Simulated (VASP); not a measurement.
Here is a VASP 6.6.1 calculation.

INCAR

```
SYSTEM = In2GaAs3
PREC = Accurate
ENCUT = 520
EDIFF = 1E-7
ISMEAR = 0
SIGMA = 0.1
LREAL = .FALSE.
LASPH = .TRUE.
NELM = 80
ALGO = Normal
ISIF = 2
LWAVE = .FALSE.
LCHARG = .FALSE.
GGA = PS
NBANDS = 66
KPAR = 4
```

File KPOINTS:

```
regular mesh
0
G
  8 8 2
  0 0 0
```

POSCAR

```
In2GaAs3
1.0
    4.2790887606      0.0000000000      0.0000000000
    0.0000000000      4.1944012020      0.0000000000
    0.0000000000      0.0000000000     17.7287853098
In Ga As
4 2 6
Direct
    0.0000000000      0.0000000000      0.3366188566
    0.5000000000      0.5000000000      0.1621747392
    0.5000000000      0.5000000000      0.8366188566
    0.0000000000      0.0000000000      0.6621747392
    0.0000000000      0.0000000000     -0.0003977387
    0.5000000000      0.5000000000      0.4996022613
    0.5000000000      0.0000000000      0.2505344620
    0.0000000000      0.5000000000      0.0755020165
    0.0000000000      0.5000000000      0.4255676644
    0.0000000000      0.5000000000      0.7505344620
    0.5000000000      0.0000000000      0.5755020165
    0.5000000000      0.0000000000      0.9255676644
```

Potentials or basis: VASP PAW PBE potentials, release 64 (In_d, Ga_d, As).

Run with:

```console
$ cat potpaw_PBE.64/In_d/POTCAR potpaw_PBE.64/Ga_d/POTCAR potpaw_PBE.64/As/POTCAR > POTCAR
$ mpirun -np 4 vasp_std > vasp.out
```

Problem. What does it give for the largest force?

Solution. 0.004 eV/Å.

Problem. Predict the pressure.

Solution. -0.4 GPa.

Problem. Predict the band gap on the k mesh.

Solution. 0.06 eV.

Forces on the atoms (eV/Å):
```
In   0.000  0.000 -0.001
In   0.000  0.000 -0.002
In   0.000  0.000 -0.001
In   0.000  0.000 -0.002
Ga   0.000  0.000 -0.002
Ga   0.000  0.000 -0.002
As   0.000  0.000  0.004
As   0.000  0.000  0.000
As   0.000  0.000 -0.001
As   0.000  0.000  0.004
As   0.000  0.000  0.000
As   0.000  0.000 -0.001
```

Caveat: the cell differs from its parent crystal (uniaxial strain along a: +2.0 %, then relaxed in part); semilocal functionals underestimate gaps, and a narrow one can read as zero; the PAW data sets were made with another functional, which shifts forces and pressure a little; spin-orbit coupling is left out, which moves the levels of the heavy elements. A k mesh can miss the band edges.
